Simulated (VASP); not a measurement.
# AgCl (I4/mmm) in VASP: a series of runs

AgCl is run at these levels: PBE, r2SCAN; tasks: single point.

Program: VASP 6.6.1. These are calculated values, not measurements. Logs are shortened: lines on timing, memory, paths and dates and some standing lists are left out, and cuts for length are marked.

## 1. The cell of the first run

Symmetry: I4/mmm, No. 139, tetragonal system. Conventional cell: a = 3.726 Å, b = 3.726 Å, c = 5.909 Å, α = 90.00°, β = 90.00°, γ = 90.00°. Ag (site symmetry 4/mmm) has 6 Cl at 2.63 to 2.95 Å within 3.5 Å. Cl (site symmetry 4/mmm) has 6 Ag at 2.63 to 2.95 Å within 3.5 Å.

## 2. Single point, PBE (epitaxial xy strain -5.0%)

Contents of INCAR:

```
SYSTEM = AgCl
PREC = Accurate
ENCUT = 520
EDIFF = 1E-6
ISMEAR = -1
SIGMA = 0.02
LREAL = .False.
LASPH = .True.
NELM = 100
ALGO = Normal
ISIF = 2
LWAVE = .False.
LCHARG = .True.
GGA = PE
LELF = .True.
LVHAR = .True.
NBANDS = 16
```

Contents of KPOINTS:

```
Automatic mesh
0
Gamma
  8 8 8
  0 0 0
```

Contents of POSCAR:

```
AgCl
1.0
    0.0000000000      2.6345246234      2.9543391351
    2.6345246234      0.0000000000      2.9543391351
    2.6345246234      2.6345246234      0.0000000000
Ag Cl
1 1
Direct
    0.0000000000      0.0000000000      0.0000000000
    0.5000000000      0.5000000000      0.5000000000
```

Potentials or basis: VASP PAW PBE potentials, release 64 (Ag, Cl).

Run with:

```
$ cat potpaw_PBE.64/Ag/POTCAR potpaw_PBE.64/Cl/POTCAR > POTCAR
$ mpirun -np 1 vasp_std > vasp.out
```

OUTCAR:

```text
SYSTEM = AgCl
   PREC = Accurate
   ENCUT = 520
   EDIFF = 1E-6
   ISMEAR = -1
   LREAL = .False.
   LASPH = .True.
   NELM = 100
   ISIF = 2
   GGA = PE

 ion  position               nearest neighbor table
   1  0.000  0.000  0.000-   2 2.63   2 2.63   2 2.63   2 2.63   2 2.95   2 2.95
   2  0.500  0.500  0.500-   1 2.63   1 2.63   1 2.63   1 2.63   1 2.95   1 2.95

  LATTYP: Found a body centered tetragonal cell.
 ALAT       =     3.7257804528
 C/A-ratio  =     1.5858900826

  Lattice vectors:

 A1 = (  -2.6345246234,   0.0000000000,   2.9543391351)
 A2 = (   2.6345246234,   0.0000000000,   2.9543391351)
 A3 = (   0.0000000000,   2.6345246234,  -2.9543391351)

Analysis of symmetry for initial positions (statically):
=====================================================================
 Subroutine PRICEL returns:
 Original cell was already a primitive cell.

 Routine SETGRP: Setting up the symmetry group for a
 body centered tetragonal supercell.

 Subroutine GETGRP returns: Found 16 space group operations
 (whereof 16 operations were pure point group operations)
 out of a pool of 16 trial point group operations.

The static configuration has the point symmetry D_4h.

Analysis of symmetry for dynamics (positions and initial velocities):
=====================================================================
 Subroutine PRICEL returns:
 Original cell was already a primitive cell.

 Routine SETGRP: Setting up the symmetry group for a
 body centered tetragonal supercell.

 Subroutine GETGRP returns: Found 16 space group operations
 (whereof 16 operations were pure point group operations)
 out of a pool of 16 trial point group operations.

The dynamic configuration has the point symmetry D_4h.

 Subroutine INISYM returns: Found 16 space group operations
 (whereof 16 operations are pure point group operations),
 and found     1 'primitive' translations

----------------------------------------------------------------------------------------

                                     Primitive cell

  volume of cell :      41.0105

  direct lattice vectors                    reciprocal lattice vectors
     0.000000000  2.634524623  2.954339135    -0.189787560  0.189787560  0.169242588
     2.634524623  0.000000000  2.954339135     0.189787560 -0.189787560  0.169242588
     2.634524623  2.634524623  0.000000000     0.189787560  0.189787560 -0.169242588

  length of vectors
     3.958388525  3.958388525  3.725780453     0.317303781  0.317303781  0.317303781

  position of ions in fractional coordinates (direct lattice)
     0.000000000  0.000000000  0.000000000
     0.500000000  0.500000000  0.500000000

  ion indices of the primitive-cell ions
   primitive index   ion index
                 1           1
                 2           2

----------------------------------------------------------------------------------------

 KPOINTS: Automatic mesh

Automatic generation of k-mesh.
 Grid dimensions read from file:
 generate k-points for:    8    8    8

 Generating k-lattice:

  Cartesian coordinates                     Fractional coordinates (reciprocal lattice)
    -0.023723445  0.023723445  0.021155323     0.125000000 -0.000000000  0.000000000
     0.023723445 -0.023723445  0.021155323    -0.000000000  0.125000000  0.000000000
     0.023723445  0.023723445 -0.021155323     0.000000000  0.000000000  0.125000000

  Length of vectors
     0.039662973  0.039662973  0.039662973

  Shift w.r.t. Gamma in fractional coordinates (k-lattice)
     0.000000000  0.000000000  0.000000000

 Subroutine IBZKPT returns following result:
 ===========================================

 Found     59 irreducible k-points:

 Following reciprocal coordinates:
            Coordinates               Weight
  0.000000  0.000000  0.000000      1.000000
  0.125000 -0.000000  0.000000      8.000000
  0.250000 -0.000000  0.000000      8.000000
  0.375000 -0.000000  0.000000      8.000000
  0.500000 -0.000000  0.000000      4.000000
  0.125000  0.125000  0.000000      2.000000
[... 16 lines left out ...]
  0.250000 -0.000000  0.125000     16.000000
  0.375000 -0.000000  0.125000     16.000000
 [... further k-points ...]
   k-points           NKPTS =     59   k-points in BZ     NKDIM =     59   number of bands    NBANDS=     16
   number of dos      NEDOS =    301   number of ions     NIONS =      2
   total plane-waves  NPLWV =  25200
   dimension x,y,z NGX =    30 NGY =   30 NGZ =   28
   dimension x,y,z NGXF=    60 NGYF=   60 NGZF=   56
   ions per type =               1   1
   NGX,Y,Z   is equivalent  to a cutoff of  12.60, 12.60, 12.49 a.u.
   NGXF,Y,Z  is equivalent  to a cutoff of  25.20, 25.20, 24.99 a.u.
 SYSTEM =  AgCl
   PREC   = accura    normal or accurate (medium, high low for compatibility)
   ISTART =      0    job   : 0-new  1-cont  2-samecut
   ICHARG =      2    charge: 1-file 2-atom 10-const
   ISPIN  =      1    spin polarized calculation?
   LNONCOLLINEAR =      F non collinear calculations
   LSORBIT =      F    spin-orbit coupling
   LASPH  =      T    aspherical Exc in radial PAW
   ENCUT  =  520.0 eV  38.22 Ry    6.18 a.u.   7.36  7.36  6.93*2*pi/ulx,y,z
   NELM   =    100;   NELMIN=  2; NELMDL= -5     # of ELM steps
   EDIFF  = 0.1E-05   stopping-criterion for ELM
   LREAL  =      F    real-space projection
   EDIFFG = 0.1E-04   stopping-criterion for IOM
   NSW    =      0    number of steps for IOM
   IBRION =     -1    ionic relax: 0-MD 1-quasi-New 2-CG
   NFREE  =      0    steps in history (QN), initial steepest desc. (CG)
   ISIF   =      2    stress and relaxation
   ISYM   =      2    0-nonsym 1-usesym 2-fastsym
   POTIM  = 0.5000    time-step for ionic-motion
   TEBEG  =    0.0;   TEEND  =   0.0 temperature during run
   PSTRESS=    0.0 pullay stress
   NELECT =      18.0000    total number of electrons
   NUPDOWN=      -1.0000    fix difference up-down
   EMIN   =  10.00;   EMAX   =-10.00  energy-range for DOS
   EFERMI =   0.00;   METHOD = LEGACY
   ISMEAR =    -1;   SIGMA  =   0.02  broadening in eV -4-tet -1-fermi 0-gaus
   EFERMI_NEDOS =   21; number of points for ismear=-14 and -15
   IALGO  =     38    algorithm
   IMIX   =      4    mixing-type and parameters
     AMIX     =   0.40;   BMIX     =  1.00
     AMIX_MAG =   1.60;   BMIX_MAG =  1.00
  volume/ion in A,a.u.               =      20.51       138.38
  Fermi-wavevector in a.u.,A,eV,Ry     =   1.244135  2.351074 21.060063  1.547871
  Thomas-Fermi vector in A             =   2.378415
   LORBIT       =      0    0 simple, 1 ext, 2 COOP (PROOUT), +10 PAW based schemes
   GGA     = PE    functional components
   LHFCALC =     F    Hartree Fock is set to
   AEXX    =    0.0000 exact exchange contribution
   IVDW    =     0    specifies the selected vdW correction
   LEPSILON=     F    determine dielectric tensor
   LRPA    =     F    only Hartree local field effects (RPA)
 non-spin polarized calculation
  energy-cutoff  :      520.00
  volume of cell :       41.01
 maximum number of plane-waves:      1119
 NGX is ok and might be reduce to    30
   NGX = 15   NGY = 15   NGZ = 13

 number of electron      18.0000000 magnetization

 Free energy of the ion-electron system (eV)
  ---------------------------------------------------
  ext. energy  EPLUGINS =         0.00000000
  ---------------------------------------------------
  free energy    TOTEN  =        -5.32363386 eV

  energy without entropy =       -5.32363386  energy(sigma->0) =       -5.32363386

 E-fermi :   5.0622     XC(G=0): -10.1523

 val. band max:        4.7488926003   @ k =   0.5000  -0.0000   0.0000
 cond. band min:       5.3317248473   @ k =   0.0000   0.0000   0.0000
 fundamental gap:      0.5828322471
 Fermi energy:         5.0621622527

 k-point     1 :       0.0000    0.0000    0.0000
  band No.  band energies     occupation
      1     -11.1532      2.00000
      2       1.4746      2.00000
      3       1.6973      2.00000
      4       1.6973      2.00000
      5       1.7043      2.00000
      6       1.7188      2.00000
[... 8 lines left out ...]
     15      16.7558      0.00000
     16      16.9072      0.00000

 k-point     2 :       0.1250   -0.0000    0.0000
  band No.  band energies     occupation
      1     -11.0840      2.00000
      2       0.7944      2.00000
      3       0.8489      2.00000
      4       1.1534      2.00000
      5       1.6722      2.00000
      6       1.8231      2.00000
[... 8 lines left out ...]
     15      17.0435      0.00000
     16      17.4803      0.00000

 k-point     3 :       0.2500   -0.0000    0.0000
  band No.  band energies     occupation
      1     -10.9089      2.00000
      2      -0.2741      2.00000
      3       0.1916      2.00000
      4       0.5520      2.00000
      5       1.8516      2.00000
      6       1.9265      2.00000
[... 8 lines left out ...]
     15      16.6743      0.00000
     16      17.5804      0.00000

 k-point     4 :       0.3750   -0.0000    0.0000
  band No.  band energies     occupation
      1     -10.7209      2.00000
      2      -1.1031      2.00000
      3      -0.2212      2.00000
      4       0.1713      2.00000
      5       2.0328      2.00000
      6       2.0457      2.00000
[... 8 lines left out ...]
     15      17.2879      0.00000
     16      18.1084      0.00000
[... 324 lines left out ...]
 k-point    22 :       0.1250    0.0000    0.1250
  band No.  band energies     occupation
      1     -11.0502      2.00000
      2       0.2028      2.00000
      3       1.0149      2.00000
      4       1.3536      2.00000
      5       1.7223      2.00000
      6       1.7559      2.00000
[... 8 lines left out ...]
     15      17.3203      0.00000
     16      18.2326      0.00000

 k-point    23 :       0.2500   -0.0000    0.1250
  band No.  band energies     occupation
      1     -10.9093      2.00000
      2      -0.4460      2.00000
      3       0.4881      2.00000
      4       0.8830      2.00000
      5       1.7587      2.00000
      6       1.8878      2.00000
[... 8 lines left out ...]
     15      17.3936      0.00000
     16      18.9112      0.00000

 k-point    24 :       0.3750   -0.0000    0.1250
  band No.  band energies     occupation
      1     -10.7351      2.00000
      2      -0.9750      2.00000
      3      -0.0871      2.00000
      4       0.4012      2.00000
      5       1.8936      2.00000
      6       2.0620      2.00000
[... 8 lines left out ...]
     15      17.9662      0.00000
     16      18.9851      0.00000

 [... further k-points ...]
[... 5 lines left out ...]
  --------------------------------------------------------------------------------------
  -------------------------------------------------------------------------------------
  Total        1.6887592      1.6887592      0.4643949      0.0000000     -0.0000000     -0.0000000
  in kB       65.9756159     65.9756159     18.1427534      0.0000000     -0.0000000     -0.0000000
  external PRESSURE =      50.0313284 kB  Pullay stress =       0.0000000 kB

 VOLUME and BASIS-vectors are now :
 -----------------------------------------------------------------------------
  energy-cutoff  :      520.00
  volume of cell :       41.01
      direct lattice vectors                 reciprocal lattice vectors
     0.000000000  2.634524623  2.954339135    -0.189787560  0.189787560  0.169242588
     2.634524623  0.000000000  2.954339135     0.189787560 -0.189787560  0.169242588
     2.634524623  2.634524623  0.000000000     0.189787560  0.189787560 -0.169242588

 POSITION                                       TOTAL-FORCE (eV/Angst)
 -----------------------------------------------------------------------------------
      0.00000      0.00000      0.00000        -0.000000      0.000000      0.000000
      2.63452      2.63452      2.95434         0.000000     -0.000000      0.000000
 -----------------------------------------------------------------------------------
    total drift:                               -0.000000      0.000000      0.000000

  FREE ENERGIE OF THE ION-ELECTRON SYSTEM (eV)
  ---------------------------------------------------
  free  energy   TOTEN  =        -5.3236338597 eV

  energy  without entropy=       -5.3236338562  energy(sigma->0) =       -5.32363386
```

Wall time 16 s (1 thread of Intel Xeon 6975P-C (Granite Rapids), shared host); peak memory 0.18 GiB.

Results:

| Property | Result |
| --- | --- |
| Free energy | -5.3236 eV |
| Pressure | 5.0 GPa |
| Band gap on the k mesh | 0.58 eV (least direct gap 3.34 eV) |

Caveat: the cell differs from its parent crystal (epitaxial xy strain -5.0%); the cell stands under pressure; semilocal functionals underestimate gaps, and a narrow one can read as zero.

## 3. Single point, PBE (uniaxial x strain -4.0%)

Contents of INCAR:

```
SYSTEM = AgCl
  PREC = Accurate
  ENCUT = 520
  EDIFF = 1E-7
  ISMEAR = -1
  SIGMA = 0.02
  LREAL = .FALSE.
  LASPH = .TRUE.
  NELM = 80
  ALGO = Normal
  ISIF = 2
  LWAVE = .FALSE.
  LCHARG = .FALSE.
  GGA = PE
  NBANDS = 16
```

Contents of KPOINTS:

```
regular mesh
0
G
  8 8 8
  0 0 0
```

Contents of POSCAR:

```
AgCl
1.0
    0.0000000000      2.7731838141      2.7731838141
    2.6622564615      0.0000000000      2.7731838141
    2.6622564615      2.7731838141      0.0000000000
Ag Cl
1 1
Direct
    0.0000000000      0.0000000000      0.0000000000
    0.5000000000      0.5000000000      0.5000000000
```

Potentials or basis: VASP PAW PBE potentials, release 64 (Ag, Cl).

Run with:

```
$ cat potpaw_PBE.64/Ag/POTCAR potpaw_PBE.64/Cl/POTCAR > POTCAR
$ mpirun -np 1 vasp_std > vasp.out
```

Wall time 18 s (1 thread of Intel Xeon 6975P-C (Granite Rapids), shared host); peak memory 0.19 GiB.

Results (log left out):

* Free energy: -5.3610 eV
* Pressure: 3.9 GPa
* Band gap on the k mesh: 0.79 eV (least direct gap 3.33 eV)

Stress tensor (GPa, compression positive):
```
4.96 0.00 0.00
0.00 3.38 0.00
0.00 0.00 3.38
```

Levels at points of the mesh, in eV from the valence-band top:
| k point | band 5 | band 6 | band 7 | band 8 | band 9 | band 10 | band 11 | band 12 | band 13 | band 14 |
| --- | --- | --- | --- | --- | --- | --- | --- | --- | --- | --- |
| (0.00, 0.00, 0.00) | -2.72 | -2.70 | -2.68 | -2.58 | -2.58 | 0.79 | 10.68 | 10.68 | 10.79 | 12.20 |
| (0.50, 0.00, 0.00) | -2.35 | -2.33 | -2.00 | -0.26 | 0.00 | 3.99 | 6.66 | 7.25 | 7.70 | 13.42 |
| (0.50, 0.50, 0.00) | -3.13 | -2.52 | -2.22 | -2.20 | -2.10 | 2.21 | 7.93 | 8.50 | 11.37 | 12.03 |
| (0.00, 0.50, 0.50) | -3.08 | -2.45 | -2.22 | -2.22 | -2.08 | 2.16 | 7.67 | 8.90 | 11.40 | 11.40 |

Caveat: the cell differs from its parent crystal (uniaxial x strain -4.0%); the cell stands under pressure; semilocal functionals underestimate gaps, and a narrow one can read as zero. A k mesh can miss the band edges.

## 4. Single point, r2SCAN (epitaxial xy strain -5.0%)

Contents of POSCAR:

```
AgCl
1.0
    0.0000000000      2.6345246234      2.9543391351
    2.6345246234      0.0000000000      2.9543391351
    2.6345246234      2.6345246234      0.0000000000
Ag Cl
1 1
Direct
    0.0000000000      0.0000000000      0.0000000000
    0.5000000000      0.5000000000      0.5000000000
```

Contents of INCAR.step1:

```
SYSTEM = AgCl
PREC     = Accurate       ! precision mode
ENCUT    = 520            ! plane-wave cutoff, eV
ISMEAR   = 0              ! smearing method
SIGMA    = 0.01           ! smearing width, eV
LREAL    = .FALSE.        ! projectors in reciprocal space
LASPH    = .TRUE.         ! aspherical terms in the spheres
NELM     = 80             ! most SCF steps
NBANDS   = 16             ! bands
GGA      = PE             ! functional
ALGO     = Normal         ! electronic algorithm
EDIFF    = 1E-4           ! SCF threshold, eV
LWAVE    = .TRUE.         ! write WAVECAR
LCHARG   = .FALSE.        ! write CHGCAR
```

Contents of INCAR.step2:

```
SYSTEM = AgCl
PREC     = Accurate       ! precision mode
ENCUT    = 520            ! plane-wave cutoff, eV
EDIFF    = 1E-7           ! SCF threshold, eV
ISMEAR   = 0              ! smearing method
SIGMA    = 0.01           ! smearing width, eV
LREAL    = .FALSE.        ! projectors in reciprocal space
LASPH    = .TRUE.         ! aspherical terms in the spheres
NELM     = 80             ! most SCF steps
ALGO     = Normal         ! electronic algorithm
ISIF     = 2              ! what is computed and relaxed
LWAVE    = .FALSE.        ! write WAVECAR
LCHARG   = .FALSE.        ! write CHGCAR
METAGGA  = R2SCAN         ! meta-GGA
LMIXTAU  = .TRUE.       
NBANDS   = 16             ! bands
ISTART   = 1
```

KPOINTS is that of step 3.

Run with:

```
$ cat potpaw_PBE.64/Ag/POTCAR potpaw_PBE.64/Cl/POTCAR > POTCAR
$ cp INCAR.step1 INCAR
$ mpirun -np 1 vasp_std > vasp.out
$ cp INCAR.step2 INCAR
$ mpirun -np 1 vasp_std > vasp.out
```

Wall time 89 s (1 thread of Intel Xeon 6975P-C (Granite Rapids), shared host); peak memory 0.19 GiB.

It converged, with:

* Free energy: -28.5836 eV
* Pressure: 3.5 GPa
* Band gap on the k mesh: 1.08 eV (least direct gap 3.91 eV)

Stress tensor (GPa, compression positive):
```
 5.26  0.00  0.00
 0.00  5.26  0.00
 0.00  0.00 -0.03
```

Levels at points of the mesh, in eV from the valence-band top:
```tsv
k point	band 6	band 7	band 8	band 9	band 10	band 11	band 12	band 13
(0.00, 0.00, 0.00)	-3.05	-2.99	-2.99	-2.92	1.08	10.77	11.08	11.08
(0.50, 0.00, 0.00)	-2.64	-2.27	-0.84	0.00	4.12	7.12	7.31	8.38
(0.50, 0.50, 0.00)	-2.93	-2.57	-2.57	-2.45	2.61	8.16	8.40	12.73
(0.50, 0.00, 0.50)	-2.79	-2.64	-2.49	-2.34	2.42	7.69	9.30	10.92
```

Caveat: the cell differs from its parent crystal (epitaxial xy strain -5.0%); the stress differs along the axes, from -0 to 5 GPa; the PAW data sets were made with another functional, which shifts forces and pressure a little. A k mesh can miss the band edges.

## 5. The runs side by side

```tsv
level	cell	smearing	gap on the mesh (eV)	pressure (GPa)
PBE	a = 3.958, b = 3.958, c = 3.726 Å, angles 61.9, 61.9, 56.1°, 2 atoms	fermi-dirac 0.02 eV	0.58	5.0
PBE	a = 3.922, b = 3.844, c = 3.844 Å, angles 61.3, 59.3, 59.3°, 2 atoms	fermi-dirac 0.02 eV	0.79	3.9
r2SCAN	a = 3.958, b = 3.958, c = 3.726 Å, angles 61.9, 61.9, 56.1°, 2 atoms	gaussian 0.01 eV	1.08	3.5
```

Alike in all rows: task single point; potentials or basis VASP PAW PBE potentials, release 64 (Ag, Cl); no spin polarisation; k mesh 8 × 8 × 8; cutoff (eV) 520.

Caveats: the cell stands under pressure (at least some runs); semilocal functionals underestimate gaps, and a narrow one can read as zero (at least some runs); the stress differs along the axes, from -0 to 5 GPa (at least some runs); the PAW data sets were made with another functional, which shifts forces and pressure a little (at least some runs).

Absolute energies hang on the potentials; compare differences alone.
